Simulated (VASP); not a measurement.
# ZnS (P6_3mc) in VASP: further runs, part 3 of 3

VASP 6.6.1. Earlier steps stand in the parts before.

**4. Single point, PBEsol (equal xx and yy strain of +2 %)**

The input, INCAR:

```
SYSTEM = ZnS
ALGO     = Normal         ! electronic algorithm
EDIFF    = 1E-7           ! SCF threshold, eV
ENCUT    = 520            ! plane-wave cutoff, eV
GGA      = PS             ! functional
ISIF     = 2              ! what is computed and relaxed
ISMEAR   = -1             ! smearing method
LASPH    = .TRUE.         ! aspherical terms in the spheres
LCHARG   = .FALSE.        ! write CHGCAR
LREAL    = .FALSE.        ! projectors in reciprocal space
LWAVE    = .FALSE.        ! write WAVECAR
NBANDS   = 26             ! bands
NELM     = 80             ! most SCF steps
PREC     = Accurate       ! precision mode
SIGMA    = 0.03           ! smearing width, eV
```

The input, KPOINTS:

```
k-points
0
G
  8 8 5
  0 0 0
```

The input, POSCAR:

```
ZnS
1.0
    3.8872187572      0.0000000000      0.0000000000
   -1.9436093786      3.3664301938      0.0000000000
    0.0000000000      0.0000000000      6.2340000000
Zn S
2 2
Direct
    0.3333333333      0.6666666667      0.0000000000
    0.6666666667      0.3333333333      0.5000000000
    0.3333333333      0.6666666667      0.3850000000
    0.6666666667      0.3333333333      0.8850000000
```

Potentials or basis: VASP PAW PBE potentials, release 64 (Zn, S).

On the command line:

```console
$ cat potpaw_PBE.64/Zn/POTCAR potpaw_PBE.64/S/POTCAR > POTCAR
$ mpirun -np 1 vasp_std > vasp.out
```

OUTCAR:

```text
SYSTEM = ZnS
   EDIFF = 1E-7
   ENCUT = 520
   GGA = PS
   ISIF = 2
   ISMEAR = -1
   LASPH = .TRUE.
   LREAL = .FALSE.
   NELM = 80
   PREC = Accurate

 ion  position               nearest neighbor table
   1  0.333  0.667  0.000-   4 2.36   4 2.36   4 2.36   3 2.40
   2  0.667  0.333  0.500-   3 2.36   3 2.36   3 2.36   4 2.40
   3  0.333  0.667  0.385-   2 2.36   2 2.36   2 2.36   1 2.40
   4  0.667  0.333  0.885-   1 2.36   1 2.36   1 2.36   2 2.40

  LATTYP: Found a hexagonal cell.
 ALAT       =     3.8872187572
 C/A-ratio  =     1.6037173078

  Lattice vectors:

 A1 = (   3.8872187572,   0.0000000000,   0.0000000000)
 A2 = (  -1.9436093786,   3.3664301938,   0.0000000000)
 A3 = (   0.0000000000,   0.0000000000,   6.2340000000)

Analysis of symmetry for initial positions (statically):
=====================================================================
 Subroutine PRICEL returns:
 Original cell was already a primitive cell.

 Routine SETGRP: Setting up the symmetry group for a
 hexagonal supercell.

 Subroutine GETGRP returns: Found 12 space group operations
 (whereof  6 operations were pure point group operations)
 out of a pool of 24 trial point group operations.

[... 169 lines left out ...]

 val. band max:        1.7532663911   @ k =   0.0000   0.0000   0.0000
 cond. band min:       3.6502146863   @ k =   0.0000   0.0000   0.0000
 fundamental gap:      1.8969482952
 Fermi energy:         2.3816885130

 k-point     1 :       0.0000    0.0000    0.0000
  band No.  band energies     occupation
      1     -11.2245      2.00000
      2     -10.3090      2.00000
      3      -4.5270      2.00000
      4      -4.5270      2.00000
      5      -4.4763      2.00000
      6      -4.4637      2.00000
[... 685 lines left out ...]
     25      10.4017      0.00000
     26      10.9093      0.00000

 [... further k-points ...]

------------------------ aborting loop because EDIFF is reached ----------------------------------------

  FORCE on cell =-STRESS in cart. coord.  units (eV):
  Direction    XX          YY          ZZ          XY          YZ          ZX
  --------------------------------------------------------------------------------------
  -------------------------------------------------------------------------------------
  Total       -2.1079449     -2.1079449     -1.6734731      0.0000000      0.0000000      0.0000000
  in kB      -41.3994379    -41.3994379    -32.8665353      0.0000000      0.0000000      0.0000000
  external PRESSURE =     -38.5551371 kB  Pullay stress =       0.0000000 kB

 VOLUME and BASIS-vectors are now :
 -----------------------------------------------------------------------------
  energy-cutoff  :      520.00
  volume of cell :       81.58
      direct lattice vectors                 reciprocal lattice vectors
     3.887218757  0.000000000  0.000000000     0.257253338  0.148525284  0.000000000
    -1.943609379  3.366430194  0.000000000     0.000000000  0.297050568  0.000000000
     0.000000000  0.000000000  6.234000000     0.000000000  0.000000000  0.160410651

 POSITION                                       TOTAL-FORCE (eV/Angst)
 -----------------------------------------------------------------------------------
     -0.00000      2.24429      0.00000         0.000000     -0.000000      0.192275
      1.94361      1.12214      3.11700        -0.000000      0.000000      0.192275
     -0.00000      2.24429      2.40009        -0.000000      0.000000     -0.192275
      1.94361      1.12214      5.51709         0.000000     -0.000000     -0.192275
 -----------------------------------------------------------------------------------
    total drift:                               -0.000000     -0.000000      0.000271

  FREE ENERGIE OF THE ION-ELECTRON SYSTEM (eV)
  ---------------------------------------------------
  free  energy   TOTEN  =       -15.0950118536 eV

  energy  without entropy=      -15.0950118536  energy(sigma->0) =      -15.09501185
```

OSZICAR:

```text
N       E                     dE             d eps       ncg     rms          rms(c)
DAV:   1     0.239570765266E+03    0.23957E+03   -0.17034E+04  1560   0.164E+03
DAV:   2     0.818139388899E+01   -0.23139E+03   -0.22126E+03  1620   0.343E+02
DAV:   3    -0.153029382052E+02   -0.23484E+02   -0.23246E+02  1856   0.109E+02
DAV:   4    -0.158926890370E+02   -0.58975E+00   -0.58840E+00  1780   0.175E+01
DAV:   5    -0.159018324711E+02   -0.91434E-02   -0.91418E-02  1868   0.216E+00    0.886E+00
DAV:   6    -0.151079091796E+02    0.79392E+00   -0.17679E+00  2228   0.390E+01    0.687E+00
DAV:   7    -0.151028129843E+02    0.50962E-02   -0.10439E+00  1666   0.631E+00    0.313E+00
DAV:   8    -0.150949874776E+02    0.78255E-02   -0.27565E-02  1994   0.174E+00    0.781E-01
DAV:   9    -0.150947658181E+02    0.22166E-03   -0.73596E-03  2112   0.141E+00    0.198E-01
DAV:  10    -0.150948836447E+02   -0.11783E-03   -0.54920E-04  1884   0.276E-01    0.985E-02
DAV:  11    -0.150950126036E+02   -0.12896E-03   -0.20089E-04  1630   0.929E-02    0.454E-02
DAV:  12    -0.150950095309E+02    0.30728E-05   -0.11031E-05  1926   0.730E-02    0.921E-03
DAV:  13    -0.150950120779E+02   -0.25470E-05   -0.59156E-06  1642   0.140E-02    0.406E-03
DAV:  14    -0.150950118702E+02    0.20763E-06   -0.35284E-07  1698   0.501E-03    0.250E-03
DAV:  15    -0.150950118536E+02    0.16618E-07   -0.13481E-07   910   0.246E-03
   1 F= -.15095012E+02 E0= -.15095012E+02  d E =-.417580E-11
```

stdout:

```text
POSCAR found type information on POSCAR ZnS
 POSCAR found :  2 types and       4 ions
 scaLAPACK will be used
 -----------------------------------------------------------------------------
|                                                                             |
|                                                                             |
|     You enforced a specific xc type in the INCAR file but a different       |
|     I HOPE YOU KNOW WHAT YOU ARE DOING!                                     |
|                                                                             |
 -----------------------------------------------------------------------------

 LDA part: xc-table for (Slater+PW92), standard interpolation
 POSCAR, INCAR and KPOINTS ok, starting setup
 FFT: planning ... GRIDC
 FFT: planning ... GRID_SOFT
 FFT: planning ... GRID
 WAVECAR not read
 entering main loop
```

Run time: 71 s. Hardware: 1 thread of Intel Xeon 6975P-C, shared host; peak memory 0.22 GiB.

Results:

* Free energy: -15.0950 eV
* Pressure: -3.9 GPa
* Largest force: 0.192 eV/Å
* Band gap on the k mesh: 1.90 eV, direct

Forces on the atoms (eV/Å):
```
Zn   0.000  0.000  0.192
Zn   0.000  0.000  0.192
S    0.000  0.000 -0.192
S    0.000  0.000 -0.192
```

Stress tensor (GPa, compression positive):
```
-4.14  0.00  0.00
 0.00 -4.14  0.00
 0.00  0.00 -3.29
```

Caveat: the cell differs from its parent crystal (equal xx and yy strain of +2 %); the PAW data sets were made with another functional, which shifts forces and pressure a little.

**5. Summary**

| cell | gap on the mesh (eV) | pressure (GPa) | largest force (eV/Å) |
| --- | --- | --- | --- |
| a = 3.811, b = 3.811, c = 6.359 Å, angles 90.0, 90.0, 120.0°, 4 atoms | 2.01 | -2.3 | 0.35 |
| a = 3.811, b = 3.811, c = 6.421 Å, angles 90.0, 90.0, 120.0°, 4 atoms | 1.95 | -2.8 | 0.36 |
| a = 3.887, b = 3.887, c = 6.234 Å, angles 90.0, 90.0, 120.0°, 4 atoms | 1.90 | -3.9 | 0.19 |

Alike in all rows: task single point; level PBEsol; potentials or basis VASP PAW PBE potentials, release 64 (Zn, S); no spin polarisation; k mesh 8 × 8 × 5; cutoff (eV) 520; smearing fermi-dirac 0.03 eV.

Caveats: the PAW data sets were made with another functional, which shifts forces and pressure a little.

Total energies depend on the potentials used, so only differences within one code and one set of settings carry meaning.
